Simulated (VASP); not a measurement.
# Na2S (Fm-3m) in VASP: a series of runs

Runs on Na2S. Level: PBEsol. Tasks: vibrations by perturbation theory.

Everything below comes from runs of VASP 6.6.1. Logs are shortened: lines on timing, memory, paths and dates and some standing lists are left out, and cuts for length are marked.

## (1) The cell of the first run

Symmetry: Fm-3m, No. 225, cubic system. Conventional cell: a = 6.272 Å, b = 6.272 Å, c = 6.272 Å, α = 90.00°, β = 90.00°, γ = 90.00°. Na (site symmetry -43m) has 4 S at 2.72 Å and 6 Na at 3.14 Å within 3.6 Å. Within 3.6 Å of S (site symmetry m-3m) lie 8 Na at 2.72 Å.

## (2) Vibrations by perturbation theory, PBEsol

INCAR reads:

```
ALGO     = Normal         # electronic algorithm
EDIFF    = 1E-8           # SCF threshold, eV
ENCUT    = 500            # plane-wave cutoff, eV
GGA      = PS             # functional
GGA_COMPAT= False        
IBRION   = 8              # ionic algorithm
ISIF     = 2              # what is computed and relaxed
ISMEAR   = 0              # smearing method
LASPH    = True           # aspherical terms in the spheres
LCHARG   = False          # write CHGCAR
LREAL    = False          # projectors in reciprocal space
LWAVE    = False          # write WAVECAR
NBANDS   = 17             # bands
NELM     = 120            # most SCF steps
NSW      = 1              # ionic steps
PREC     = Accurate       # precision mode
SIGMA    = 0.01           # smearing width, eV
```

KPOINTS reads:

```
k-points
0
Gamma
  6 6 6
```

POSCAR reads:

```
Na2S
1.0
    3.1362221247      3.1362221247      0.0000000000
   -3.1362221247      3.1362221247      0.0000000000
    0.0000000000      3.1362221247      3.1362221247
Na S
2 1
Direct
    0.2500000000      0.7500000000      0.5000000000
    0.7500000000      0.2500000000      0.5000000000
    0.0000000000      0.0000000000      0.0000000000
```

Potentials or basis: VASP PAW PBE potentials, release 64 (Na_pv, S).

The run is started by

```
$ cat potpaw_PBE.64/Na_pv/POTCAR potpaw_PBE.64/S/POTCAR > POTCAR
$ mpirun -np 1 vasp_std > vasp.out
```

OUTCAR:

```text
EDIFF = 1E-8
   ENCUT = 500
   GGA = PS
   IBRION = 8
   ISIF = 2
   ISMEAR = 0
   LASPH = True
   LREAL = False
   NELM = 120
   NSW = 1
   PREC = Accurate

 ion  position               nearest neighbor table
   1  0.250  0.750  0.500-   3 2.72   3 2.72   3 2.72   3 2.72
   2  0.750  0.250  0.500-   3 2.72   3 2.72   3 2.72   3 2.72
   3  0.000  0.000  0.000-   2 2.72   1 2.72   1 2.72   2 2.72   1 2.72   2 2.72   2 2.72   1 2.72

  LATTYP: Found a face centered cubic cell.
 ALAT       =     6.2724442494

  Lattice vectors:

 A1 = (   0.0000000000,   3.1362221247,   3.1362221247)
 A2 = (   3.1362221247,   0.0000000000,   3.1362221247)
 A3 = (   3.1362221247,   3.1362221247,   0.0000000000)

Analysis of symmetry for initial positions (statically):
=====================================================================
 Subroutine PRICEL returns:
 Original cell was already a primitive cell.

 Routine SETGRP: Setting up the symmetry group for a
 face centered cubic supercell.

 Subroutine GETGRP returns: Found 48 space group operations
 (whereof 48 operations were pure point group operations)
 out of a pool of 48 trial point group operations.

The static configuration has the point symmetry O_h .

Analysis of symmetry for dynamics (positions and initial velocities):
=====================================================================
 Subroutine PRICEL returns:
 Original cell was already a primitive cell.

 Routine SETGRP: Setting up the symmetry group for a
 face centered cubic supercell.

 Subroutine GETGRP returns: Found 48 space group operations
 (whereof 48 operations were pure point group operations)
 out of a pool of 48 trial point group operations.

The dynamic configuration has the point symmetry O_h .

 Subroutine INISYM returns: Found 48 space group operations
 (whereof 48 operations are pure point group operations),
 and found     1 'primitive' translations

----------------------------------------------------------------------------------------

                                     Primitive cell

  volume of cell :      61.6951

  direct lattice vectors                    reciprocal lattice vectors
     3.136222125  3.136222125  0.000000000     0.159427483  0.159427483 -0.159427483
    -3.136222125  3.136222125  0.000000000    -0.159427483  0.159427483 -0.159427483
     0.000000000  3.136222125  3.136222125     0.000000000  0.000000000  0.318854966

  length of vectors
     4.435287863  4.435287863  4.435287863     0.276136501  0.276136501  0.318854966

  position of ions in fractional coordinates (direct lattice)
     0.250000000  0.750000000  0.500000000
     0.750000000  0.250000000  0.500000000
     0.000000000  0.000000000  0.000000000

  ion indices of the primitive-cell ions
   primitive index   ion index
                 1           1
                 2           2
                 3           3

----------------------------------------------------------------------------------------

 KPOINTS: k-points

Automatic generation of k-mesh.
 Grid dimensions read from file:
 generate k-points for:    6    6    6

 Generating k-lattice:

  Cartesian coordinates                     Fractional coordinates (reciprocal lattice)
     0.026571247  0.026571247 -0.026571247     0.166666667  0.000000000  0.000000000
    -0.026571247  0.026571247 -0.026571247     0.000000000  0.166666667  0.000000000
     0.000000000  0.000000000  0.053142494     0.000000000  0.000000000  0.166666667

  Length of vectors
     0.046022750  0.046022750  0.053142494

  Shift w.r.t. Gamma in fractional coordinates (k-lattice)
     0.000000000  0.000000000  0.000000000

 Subroutine IBZKPT returns following result:
 ===========================================

 Found     16 irreducible k-points:

 Following reciprocal coordinates:
            Coordinates               Weight
[... 35 lines left out ...]
   LREAL  =      F    real-space projection
   EDIFFG = 0.1E-06   stopping-criterion for IOM
   NSW    =      1    number of steps for IOM
   IBRION =      8    ionic relax: 0-MD 1-quasi-New 2-CG
   NFREE  =      0    steps in history (QN), initial steepest desc. (CG)
   ISIF   =      2    stress and relaxation
   ISYM   =      2    0-nonsym 1-usesym 2-fastsym
   POTIM  = 0.5000    time-step for ionic-motion
   TEBEG  =    0.0;   TEEND  =   0.0 temperature during run
   PSTRESS=    0.0 pullay stress
   NELECT =      20.0000    total number of electrons
   NUPDOWN=      -1.0000    fix difference up-down
   EMIN   =  10.00;   EMAX   =-10.00  energy-range for DOS
   EFERMI =   0.00;   METHOD = LEGACY
   ISMEAR =     0;   SIGMA  =   0.01  broadening in eV -4-tet -1-fermi 0-gaus
   EFERMI_NEDOS =   21; number of points for ismear=-14 and -15
   IALGO  =     38    algorithm
   IMIX   =      4    mixing-type and parameters
     AMIX     =   0.40;   BMIX     =  1.00
     AMIX_MAG =   1.60;   BMIX_MAG =  1.00
  volume/ion in A,a.u.               =      20.57       138.78
  Fermi-wavevector in a.u.,A,eV,Ry     =   1.124608  2.125202 17.207890  1.264744
  Thomas-Fermi vector in A             =   2.261281
   LORBIT       =      0    0 simple, 1 ext, 2 COOP (PROOUT), +10 PAW based schemes
   GGA     = PS    functional components
   LHFCALC =     F    Hartree Fock is set to
   AEXX    =    0.0000 exact exchange contribution
   IVDW    =     0    specifies the selected vdW correction
   LEPSILON=     F    determine dielectric tensor
   LRPA    =     F    only Hartree local field effects (RPA)
 non-spin polarized calculation
 Gauss-broadening in eV      SIGMA  =   0.01
  energy-cutoff  :      500.00
  volume of cell :       61.70
 maximum number of plane-waves:      1588
   NGX = 17   NGY = 17   NGZ = 17

--------------------------------------- Ionic step        1  -------------------------------------------

 number of electron      20.0000013 magnetization

 Free energy of the ion-electron system (eV)
  ---------------------------------------------------
  ext. energy  EPLUGINS =         0.00000000
  ---------------------------------------------------
  free energy    TOTEN  =       -10.29037909 eV

  energy without entropy =      -10.29037909  energy(sigma->0) =      -10.29037909

 E-fermi :   0.7387     XC(G=0):  -8.4464

 val. band max:        0.6914164396   @ k =   0.0000   0.0000   0.0000
 cond. band min:       3.4807655647   @ k =   0.0000   0.0000   0.0000
 fundamental gap:      2.7893491251
 Fermi energy:         0.7386520932

 k-point     1 :       0.0000    0.0000    0.0000
  band No.  band energies     occupation
      1     -21.1397      2.00000
      2     -21.1396      2.00000
      3     -21.1396      2.00000
      4     -21.0581      2.00000
      5     -21.0581      2.00000
      6     -21.0581      2.00000
[... 297 lines left out ...]
      4     -21.0748      2.00000
      5     -21.0440      2.00000
      6     -21.0387      2.00000
[... 9 lines left out ...]
     16      12.5127      0.00000
     17      13.4379      0.00000

------------------------ aborting loop because EDIFF is reached ----------------------------------------

  FORCE on cell =-STRESS in cart. coord.  units (eV):
  Direction    XX          YY          ZZ          XY          YZ          ZX
  --------------------------------------------------------------------------------------
  -------------------------------------------------------------------------------------
  Total        1.5762574      1.5762574      1.5762574     -0.0000000     -0.0000000      0.0000000
  in kB       40.9342923     40.9342923     40.9342923     -0.0000000     -0.0000000      0.0000000
  external PRESSURE =      40.9342923 kB  Pullay stress =       0.0000000 kB

 VOLUME and BASIS-vectors are now :
 -----------------------------------------------------------------------------
  energy-cutoff  :      500.00
  volume of cell :       61.70
      direct lattice vectors                 reciprocal lattice vectors
     3.136222125  3.136222125  0.000000000     0.159427483  0.159427483 -0.159427483
    -3.136222125  3.136222125  0.000000000    -0.159427483  0.159427483 -0.159427483
     0.000000000  3.136222125  3.136222125     0.000000000  0.000000000  0.318854966

 POSITION                                       TOTAL-FORCE (eV/Angst)
 -----------------------------------------------------------------------------------
     -1.56811      4.70433      1.56811        -0.000000      0.000000     -0.000000
      1.56811      4.70433      1.56811         0.000000     -0.000000      0.000000
      0.00000      0.00000      0.00000        -0.000000     -0.000000      0.000000
 -----------------------------------------------------------------------------------
    total drift:                                0.000000     -0.000000     -0.000000

  FREE ENERGIE OF THE ION-ELECTRON SYSTEM (eV)
  ---------------------------------------------------
  free  energy   TOTEN  =       -10.2903790871 eV

  energy  without entropy=      -10.2903790871  energy(sigma->0) =      -10.29037909

[... ionic steps 2 to 9 ...]

--------------------------------------- Ionic step       10  -------------------------------------------

 Free energy of the ion-electron system (eV)
  ---------------------------------------------------
  ---------------------------------------------------
  free energy    TOTEN  =        -0.11175134 eV

  energy without entropy =       -0.11175134

------------------------ aborting loop because EDIFF is reached ----------------------------------------

 INTERNAL STRAIN TENSOR  FOR ION    3  DIRECTION 1   (eV/Angst):
 -----------------------------------------------------------------------------
     0.00861  0.00000  0.00000
     0.00000 -0.00522 -0.00000
     0.00000 -0.00000 -0.00522

 INTERNAL STRAIN TENSOR FOR ION    3 for displacements in x,y,z  (eV/Angst):
          X           Y           Z          XY          YZ          ZX
  --------------------------------------------------------------------------------
  x     0.00000     0.00000     0.00000     0.00000     0.00000     0.00000
  y     0.00000     0.00000     0.00000     0.00000     0.00000     0.00000
  z     0.00000     0.00000     0.00000     0.00000     0.00000     0.00000

 SECOND DERIVATIVES (NOT SYMMETRIZED)
 ------------------------------------
               1X          1Y          1Z          2X          2Y          2Z          3X          3Y          3Z
  1X    -3.136815   -0.000000    0.000000    0.917174    0.000000   -0.000000    2.219641    0.000000    0.000000
  1Y     0.000000   -3.136815   -0.000000   -0.000000    0.917174    0.000000    0.000000    2.219641    0.000000
  1Z     0.000000    0.000000   -3.136815   -0.000000   -0.000000    0.917174    0.000000    0.000000    2.219641
  2X     0.917174    0.000000   -0.000000   -3.136815   -0.000000    0.000000    2.219641    0.000000    0.000000
  2Y    -0.000000    0.917174    0.000000    0.000000   -3.136815   -0.000000    0.000000    2.219641    0.000000
  2Z    -0.000000   -0.000000    0.917174    0.000000    0.000000   -3.136815    0.000000    0.000000    2.219641
  3X     2.211093    0.000000    0.000000    2.211093    0.000000   -0.000000   -4.422186    0.000000    0.000000
  3Y    -0.000000    2.211093    0.000000    0.000000    2.211093    0.000000    0.000000   -4.422186    0.000000
  3Z     0.000000    0.000000    2.211093   -0.000000    0.000000    2.211093    0.000000    0.000000   -4.422186

 Eigenvectors and eigenvalues of the dynamical matrix
 ----------------------------------------------------

   1 f  =    7.569767 THz    47.562250 2PiTHz  252.500253 cm-1    31.306027 meV
             X         Y         Z           dx          dy          dz
     -1.568111  4.704333  1.568111    -0.447866    0.072559    0.006998
      1.568111  4.704333  1.568111    -0.447866    0.072559    0.006998
      0.000000  0.000000  0.000000     0.756984   -0.122639   -0.011827
[... 43 lines left out ...]
   9 f/i=    0.007188 THz     0.045160 2PiTHz    0.239749 cm-1     0.029725 meV
             X         Y         Z           dx          dy          dz
     -1.568111  4.704333  1.568111    -0.014106   -0.092644   -0.534154
      1.568111  4.704333  1.568111    -0.014106   -0.092644   -0.534154
      0.000000  0.000000  0.000000    -0.016691   -0.109625   -0.632059

--------------------------------------------------------------------------------------------------------

 ELASTIC MODULI CONTR FROM IONIC RELAXATION (kBar)
 Direction    XX          YY          ZZ          XY          YZ          ZX
 --------------------------------------------------------------------------------
 XX           0.0000      0.0000      0.0000      0.0000      0.0000      0.0000
 YY           0.0000      0.0000      0.0000      0.0000      0.0000      0.0000
 ZZ           0.0000      0.0000      0.0000      0.0000      0.0000      0.0000
 XY           0.0000      0.0000      0.0000   -105.4947      0.0000      0.0000
 YZ           0.0000      0.0000      0.0000      0.0000   -105.4947     -0.0000
 ZX           0.0000      0.0000      0.0000      0.0000      0.0000   -105.4947
 --------------------------------------------------------------------------------
```

Wall time 56 s (1 thread of Intel Xeon Platinum 8559C (Emerald Rapids), shared host); peak memory 0.25 GiB.

Results:

```yaml
Highest_phonon_frequency_at_Γ_LO-TO_splitting_left_out: 253 cm⁻¹
```

Phonon frequencies in cm⁻¹ (negative: imaginary):
```
              q point                    frequencies
(0.000, 0.000, 0.000)  0 0 0 219 219 219 253 253 253
```

Caveat: the cell stands under pressure or tension, which shifts response properties; the PAW data sets were made with another functional, which shifts forces and pressure a little.

(Part 1 of 3 ends here.)
